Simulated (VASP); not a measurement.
# SnSe2 (P-3m1) in VASP: notebook, part 3 of 3

VASP 6.6.1. Earlier steps stand in the parts before.

### Step 4. Single point, PBE+D3(BJ)

This run uses another cell than the first one, of 25.64 Å³/atom, 1.003 times its volume.

INCAR reads:

```
SYSTEM = SnSe2
PREC = Accurate
ENCUT = 520
EDIFF = 1E-7
ISMEAR = 0
SIGMA = 0.1
LREAL = .FALSE.
LASPH = .TRUE.
NELM = 60
ALGO = Normal
ISIF = 2
LWAVE = .FALSE.
LCHARG = .FALSE.
GGA = PE
IVDW = 12
NBANDS = 20
```

KPOINTS reads:

```
Automatic mesh
0
G
  6 6 4
  0 0 0
```

POSCAR reads:

```
SnSe2
1.0
    3.8389775903      0.0000000000      0.0000000000
   -1.9194887951      3.3246521177      0.0000000000
    0.0000000000      0.0000000000      6.0278085357
Sn Se
1 2
Direct
    0.0000000000      0.0000000000      0.0000000000
    0.3333333333      0.6666666667      0.2645002942
    0.6666666667      0.3333333333      0.7354997058
```

Potentials or basis: VASP PAW PBE potentials, release 64 (Sn_d, Se).

Run with:

```console
cat potpaw_PBE.64/Sn_d/POTCAR potpaw_PBE.64/Se/POTCAR > POTCAR
mpirun -np 1 vasp_std > vasp.out
```

OUTCAR:

```text
SYSTEM = SnSe2
   PREC = Accurate
   ENCUT = 520
   EDIFF = 1E-7
   ISMEAR = 0
   LREAL = .FALSE.
   LASPH = .TRUE.
   NELM = 60
   ISIF = 2
   GGA = PE
   IVDW = 12
 IVDW          = 12

 ion  position               nearest neighbor table
   1  0.000  0.000  0.000-   2 2.73   3 2.73   2 2.73   3 2.73   3 2.73   2 2.73
   2  0.333  0.667  0.265-   1 2.73   1 2.73   1 2.73
   3  0.667  0.333  0.735-   1 2.73   1 2.73   1 2.73

  LATTYP: Found a hexagonal cell.
 ALAT       =     3.8389775903
 C/A-ratio  =     1.5701598652

  Lattice vectors:

 A1 = (   3.8389775903,   0.0000000000,   0.0000000000)
 A2 = (  -1.9194887951,   3.3246521177,   0.0000000000)
 A3 = (   0.0000000000,   0.0000000000,   6.0278085357)

Analysis of symmetry for initial positions (statically):
=====================================================================
 Subroutine PRICEL returns:
 Original cell was already a primitive cell.

 Routine SETGRP: Setting up the symmetry group for a
 hexagonal supercell.

 Subroutine GETGRP returns: Found 12 space group operations
 (whereof 12 operations were pure point group operations)
 out of a pool of 24 trial point group operations.

The static configuration has the point symmetry D_3d.

Analysis of symmetry for dynamics (positions and initial velocities):
=====================================================================
 Subroutine PRICEL returns:
 Original cell was already a primitive cell.

 Routine SETGRP: Setting up the symmetry group for a
 hexagonal supercell.

 Subroutine GETGRP returns: Found 12 space group operations
 (whereof 12 operations were pure point group operations)
 out of a pool of 24 trial point group operations.

The dynamic configuration has the point symmetry D_3d.

 Subroutine INISYM returns: Found 12 space group operations
 (whereof 12 operations are pure point group operations),
 and found     1 'primitive' translations

[... 112 lines left out ...]
   IALGO  =     38    algorithm
   IMIX   =      4    mixing-type and parameters
     AMIX     =   0.40;   BMIX     =  1.00
     AMIX_MAG =   1.60;   BMIX_MAG =  1.00
  volume/ion in A,a.u.               =      25.64       173.06
  Fermi-wavevector in a.u.,A,eV,Ry     =   1.140317  2.154886 17.691961  1.300322
  Thomas-Fermi vector in A             =   2.277019
   LORBIT       =      0    0 simple, 1 ext, 2 COOP (PROOUT), +10 PAW based schemes
   GGA     = PE    functional components
   LHFCALC =     F    Hartree Fock is set to
   AEXX    =    0.0000 exact exchange contribution
   IVDW    =    12    specifies the selected vdW correction
   LEPSILON=     F    determine dielectric tensor
   LRPA    =     F    only Hartree local field effects (RPA)
 non-spin polarized calculation
 Gauss-broadening in eV      SIGMA  =   0.10
  energy-cutoff  :      520.00
  volume of cell :       76.93
 maximum number of plane-waves:      2100
 NGX is ok and might be reduce to    30
   NGX = 15   NGY = 15   NGZ = 23

 number of electron      26.0000002 magnetization

 Free energy of the ion-electron system (eV)
  ---------------------------------------------------
  ext. energy  EPLUGINS =         0.00000000
  ---------------------------------------------------
  free energy    TOTEN  =       -11.79818914 eV

  energy without entropy =      -11.79818900  energy(sigma->0) =      -11.79818907

 E-fermi :   4.6262     XC(G=0):  -9.5461

 val. band max:        4.3032048465   @ k =   0.1667   0.0000   0.0000
 cond. band min:       4.9492259585   @ k =   0.5000   0.0000   0.2500
 fundamental gap:      0.6460211120
 Fermi energy:         4.6261701581

 k-point     1 :       0.0000    0.0000    0.0000
  band No.  band energies     occupation
      1     -17.0053      2.00000
      2     -17.0053      2.00000
      3     -16.9723      2.00000
      4     -16.9606      2.00000
      5     -16.9606      2.00000
      6      -9.5318      2.00000
[... 541 lines left out ...]
     19      13.4188      0.00000
     20      13.4310      0.00000

------------------------ aborting loop because EDIFF is reached ----------------------------------------

 Edisp (eV)   -1.08866

 E8    (eV) :    -0.4765

  FORCE on cell =-STRESS in cart. coord.  units (eV):
  Direction    XX          YY          ZZ          XY          YZ          ZX
  --------------------------------------------------------------------------------------
  -------------------------------------------------------------------------------------
  Total       0.05558     0.05558    -0.04055     0.00000     0.00000     0.00000
  in kB       1.15745     1.15745    -0.84440     0.00000     0.00000     0.00000
  external pressure =        0.49 kB  Pullay stress =        0.00 kB

 VOLUME and BASIS-vectors are now :
 -----------------------------------------------------------------------------
  energy-cutoff  :      520.00
  volume of cell :       76.93
      direct lattice vectors                 reciprocal lattice vectors
     3.838977590  0.000000000  0.000000000     0.260486022  0.150391675  0.000000000
    -1.919488795  3.324652118  0.000000000     0.000000000  0.300783350  0.000000000
     0.000000000  0.000000000  6.027808536     0.000000000  0.000000000  0.165897771

 POSITION                                       TOTAL-FORCE (eV/Angst)
 -----------------------------------------------------------------------------------
      0.00000      0.00000      0.00000         0.000000      0.000000      0.000000
     -0.00000      2.21643      1.59436        -0.000000      0.000000      0.002215
      1.91949      1.10822      4.43345         0.000000     -0.000000     -0.002215
 -----------------------------------------------------------------------------------
    total drift:                                0.000000     -0.000000      0.000000

  FREE ENERGIE OF THE ION-ELECTRON SYSTEM (eV)
  ---------------------------------------------------
  free  energy   TOTEN  =       -12.8868471529 eV

  energy  without entropy=      -12.8868470122  energy(sigma->0) =      -12.88684708
```

OSZICAR:

```text
N       E                     dE             d eps       ncg     rms          rms(c)
DAV:   1     0.207261090984E+03    0.20726E+03   -0.12230E+04   992   0.148E+03
DAV:   2     0.113027744115E+02   -0.19596E+03   -0.18866E+03  1028   0.385E+02
DAV:   3    -0.112434997253E+02   -0.22546E+02   -0.22083E+02  1152   0.113E+02
DAV:   4    -0.120317235666E+02   -0.78822E+00   -0.78703E+00  1156   0.222E+01
DAV:   5    -0.120504413496E+02   -0.18718E-01   -0.18717E-01  1296   0.358E+00    0.490E+00
DAV:   6    -0.118117664764E+02    0.23867E+00   -0.51751E-01  1440   0.724E+00    0.315E+00
DAV:   7    -0.117973545611E+02    0.14412E-01   -0.14362E-01  1132   0.230E+00    0.104E+00
DAV:   8    -0.117976447471E+02   -0.29019E-03   -0.11133E-02  1204   0.956E-01    0.273E-01
DAV:   9    -0.117981498719E+02   -0.50512E-03   -0.15221E-03  1116   0.288E-01    0.821E-02
DAV:  10    -0.117981594578E+02   -0.95859E-05   -0.12348E-04  1200   0.742E-02    0.324E-02
DAV:  11    -0.117981885102E+02   -0.29052E-04   -0.44123E-05  1096   0.370E-02    0.923E-03
DAV:  12    -0.117981884972E+02    0.12979E-07   -0.23469E-06  1268   0.110E-02    0.633E-03
DAV:  13    -0.117981889673E+02   -0.47002E-06   -0.19529E-06  1080   0.777E-03    0.271E-03
DAV:  14    -0.117981890687E+02   -0.10148E-06   -0.30504E-08   868   0.117E-03    0.141E-03
DAV:  15    -0.117981891400E+02   -0.71237E-07   -0.19087E-08   728   0.107E-03
   1 F= -.12886847E+02 E0= -.12886847E+02  d E =-.140703E-06
```

stdout:

```text
POSCAR found type information on POSCAR SnSe
 POSCAR found :  2 types and       3 ions
 scaLAPACK will be used
 LDA part: xc-table for (Slater+PW92), standard interpolation
 POSCAR, INCAR and KPOINTS ok, starting setup
 FFT: planning ... GRIDC
 FFT: planning ... GRID_SOFT
 FFT: planning ... GRID
 WAVECAR not read
 entering main loop
```

It took 20 s on 1 thread of Intel Xeon Platinum 8559C (Emerald Rapids), shared host; peak memory 0.22 GiB.

What came out:

- Free energy: -12.8868 eV
- Pressure: 0.0 GPa
- Band gap on the k mesh: 0.65 eV, indirect (least direct gap 0.84 eV)
- Dispersion energy per atom: -0.363 eV

Forces on the atoms (eV/Å):
```
Sn   0.000  0.000  0.000
Se   0.000  0.000  0.002
Se   0.000  0.000 -0.002
```

Stress tensor (GPa, compression positive):
```
 0.12  0.00  0.00
 0.00  0.12  0.00
 0.00  0.00 -0.08
```

Levels at points of the mesh, in eV from the valence-band top:
```
           k point  band 11  band 12  band 13  band 14  band 15  band 16
(0.00, 0.00, 0.00)    -0.45    -0.45    -0.04     0.80     3.01     4.57
(0.50, 0.00, 0.00)    -2.56    -1.57    -0.29     1.19     3.59     5.00
(0.00, 0.00, 0.50)    -0.78    -0.20    -0.20     2.47     2.87     4.20
(0.50, 0.00, 0.50)    -1.97    -1.00    -0.88     0.69     3.99     4.61
```

Caveat: spin-orbit coupling is left out, which moves the levels of the heavy elements.

### Step 5. Single point, PBE+D3(BJ)

INCAR reads:

```
SYSTEM = SnSe2
ALGO = Normal
EDIFF = 1E-6
ENCUT = 520
GGA = PE
ISIF = 2
ISMEAR = 0
IVDW = 12
LASPH = .TRUE.
LCHARG = .FALSE.
LREAL = .FALSE.
LWAVE = .FALSE.
NBANDS = 20
NELM = 80
PREC = Accurate
SIGMA = 0.02
```

KPOINTS reads:

```
k-points
0
G
  12 12 6
  0 0 0
```

POSCAR reads:

```
SnSe2
1.0
    3.8388190863      0.0000000000      0.0000000000
   -1.9194095431      3.3245148493      0.0000000000
    0.0000000000      0.0000000000      6.0109858297
Sn Se
1 2
Direct
    0.0000000000      0.0000000000      0.0000000000
    0.3333333333      0.6666666667      0.2651136447
    0.6666666667      0.3333333333      0.7348863553
```

Run with:

```console
cat potpaw_PBE.64/Sn_d/POTCAR potpaw_PBE.64/Se/POTCAR > POTCAR
mpirun -np 1 vasp_std > vasp.out
```

Wall time 56 s (1 thread of Intel Xeon Platinum 8559C (Emerald Rapids), shared host); peak memory 0.31 GiB.

Results (log left out):

```yaml
Free_energy: -12.8984 eV
Pressure: 0.1 GPa
Largest_force: 0.017 eV/Å
Band_gap_on_the_k_mesh: 0.35 eV, indirect (least direct gap 0.82 eV)
Dispersion_energy_per_atom: -0.364 eV
```

Forces on the atoms (eV/Å):
```
Sn   0.000  0.000  0.000
Se   0.000  0.000  0.017
Se   0.000  0.000 -0.017
```

Levels at points of the mesh, in eV from the valence-band top:
```
           k point  band 11  band 12  band 13  band 14  band 15  band 16
(0.00, 0.00, 0.00)    -0.57    -0.57    -0.14     0.68     2.89     4.46
(0.50, 0.00, 0.00)    -2.69    -1.70    -0.40     1.09     3.48     4.88
(0.00, 0.00, 0.50)    -0.91    -0.31    -0.31     2.37     2.75     4.08
(0.50, 0.00, 0.50)    -2.08    -1.12    -1.01     0.59     3.88     4.50
```

Caveat: spin-orbit coupling is left out, which moves the levels of the heavy elements.

### Step 6. Single point, r2SCAN

POSCAR is that of step 5.

INCAR.step1 reads:

```
SYSTEM = SnSe2
PREC = Accurate
ENCUT = 520
ISMEAR = 0
SIGMA = 0.02
LREAL = .False.
LASPH = .True.
NELM = 60
NBANDS = 20
GGA = PE
ALGO = Normal
EDIFF = 1E-4
LWAVE = .True.
LCHARG = .False.
```

INCAR.step2 reads:

```
SYSTEM = SnSe2
PREC = Accurate
ENCUT = 520
EDIFF = 1E-6
ISMEAR = 0
SIGMA = 0.02
LREAL = .False.
LASPH = .True.
NELM = 60
ALGO = Normal
ISIF = 2
LWAVE = .False.
LCHARG = .False.
METAGGA = R2SCAN
LMIXTAU = .True.
NBANDS = 20
ISTART = 1
```

KPOINTS reads:

```
regular mesh
0
Gamma
  12 12 6
  0 0 0
```

Potentials or basis: VASP PAW PBE potentials, release 64 (Sn_d, Se).

Run with:

```console
cat potpaw_PBE.64/Sn_d/POTCAR potpaw_PBE.64/Se/POTCAR > POTCAR
cp INCAR.step1 INCAR
mpirun -np 1 vasp_std > vasp.out
cp INCAR.step2 INCAR
mpirun -np 1 vasp_std > vasp.out
```

Wall time 4.8 min (1 thread of Intel Xeon Platinum 8559C (Emerald Rapids), shared host); peak memory 0.31 GiB.

Results (log left out):

```yaml
Free_energy: -54.5920 eV
Pressure: 0.5 GPa
Largest_force: 0.316 eV/Å
Band_gap_on_the_k_mesh: 0.63 eV, indirect (least direct gap 1.22 eV)
```

Forces in eV/Å, atoms in the order of the input:
```
Sn   0.000  0.000  0.000
Se   0.000  0.000 -0.316
Se   0.000  0.000  0.316
```

Levels at points of the mesh, in eV from the valence-band top:
```csv
k point,band 9,band 10,band 11,band 12,band 13,band 14,band 15,band 16,band 17,band 18
"(0.00, 0.00, 0.00)",-0.77,-0.77,-0.59,-0.59,-0.12,1.10,3.38,4.86,4.86,8.68
"(0.50, 0.00, 0.00)",-4.47,-3.32,-2.77,-1.67,-0.42,1.33,3.98,5.31,5.45,7.36
"(0.00, 0.00, 0.50)",-2.50,-0.94,-0.94,-0.33,-0.33,2.73,3.27,4.47,4.47,7.97
"(0.50, 0.00, 0.50)",-5.15,-2.48,-2.09,-1.11,-1.03,0.84,4.35,4.96,6.22,6.42
```

Caveat: the PAW data sets were made with another functional, which shifts forces and pressure a little; spin-orbit coupling is left out, which moves the levels of the heavy elements. A k mesh can miss the band edges.

### Step 7. The runs side by side

```tsv
task	level	cell	k mesh	cutoff (eV)	smearing	gap on the mesh (eV)	pressure (GPa)	largest force (eV/Å)
single point	PBE+D3(BJ)	a = 3.839, b = 3.839, c = 6.011 Å, angles 90.0, 90.0, 120.0°, 3 atoms	12 × 12 × 6	520	gaussian 0.02 eV	0.35	0.1	0.02
relaxation of cell and atoms	PBE+D3(BJ)	relaxed from a = 3.839, b = 3.839, c = 6.028 Å, angles 90.0, 90.0, 120.0°, 3 atoms	12 × 12 × 6	600	gaussian 0.02 eV	0.35	0.0	-
single point	PBE+D3(BJ)	a = 3.839, b = 3.839, c = 6.028 Å, angles 90.0, 90.0, 120.0°, 3 atoms	6 × 6 × 4	520	gaussian 0.1 eV	0.65	0.0	-
single point	r2SCAN	a = 3.839, b = 3.839, c = 6.011 Å, angles 90.0, 90.0, 120.0°, 3 atoms	12 × 12 × 6	520	gaussian 0.02 eV	0.63	0.5	0.32
```

Alike in all rows: potentials or basis VASP PAW PBE potentials, release 64 (Sn_d, Se); no spin polarisation.

Caveats: spin-orbit coupling is left out, which moves the levels of the heavy elements; the PAW data sets were made with another functional, which shifts forces and pressure a little (some runs).

Total energies depend on the potentials used, so only differences within one code and one set of settings carry meaning.
